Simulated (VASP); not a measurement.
Input of a VASP 6.6.1 run:

The input POSCAR:

```
BN
1.0
    0.0000000000      1.7865936589      1.7865936589
    1.7865936589      0.0000000000      1.7865936589
    1.7865936589      1.7865936589      0.0000000000
B N
1 1
Direct
    0.0000000000      0.0000000000      0.0000000000
    0.2500000000      0.2500000000      0.2500000000
```

File INCAR.step1:

```
SYSTEM = BN
  PREC = Accurate
  ENCUT = 910
  ISMEAR = 0
  SIGMA = 0.01
  LREAL = .False.
  LASPH = .True.
  NELM = 120
  NBANDS = 11
  GGA = PE
  ALGO = Normal
  EDIFF = 1E-5
  LWAVE = .True.
  LCHARG = .False.
  GGA_COMPAT = .False.
```

INCAR.step2

```
SYSTEM = BN
  PREC = Accurate
  ENCUT = 910
  EDIFF = 1E-6
  ISMEAR = 0
  SIGMA = 0.01
  LREAL = .False.
  LASPH = .True.
  NELM = 120
  ALGO = Normal
  ISIF = 2
  LWAVE = .False.
  LCHARG = .True.
  METAGGA = R2SCAN
  LMIXTAU = .True.
  LELF = .True.
  LVHAR = .True.
  NBANDS = 11
  ISTART = 1
  GGA_COMPAT = .False.
```

The input KPOINTS:

```
Automatic mesh
0
Gamma
  10 10 10
  0 0 0
```

Potentials or basis: VASP PAW PBE potentials, release 64 (B_h, N_h).

Run with:

```bash
$ cat potpaw_PBE.64/B_h/POTCAR potpaw_PBE.64/N_h/POTCAR > POTCAR
$ cp INCAR.step1 INCAR
$ mpirun -np 1 vasp_std > vasp.out
$ cp INCAR.step2 INCAR
$ mpirun -np 1 vasp_std > vasp.out
```

Estimate the band gap on the k mesh.

5.04 eV, indirect (least direct gap 9.72 eV).

What does it give for the pressure?

12.0 GPa.

Caveat: the cutoff is under 1.25 times the usual one of these potentials, so pressure, stress and relaxed cells hold a basis-set (Pulay) error; the PAW data sets were made with another functional, which shifts forces and pressure a little. A k mesh can miss the band edges.
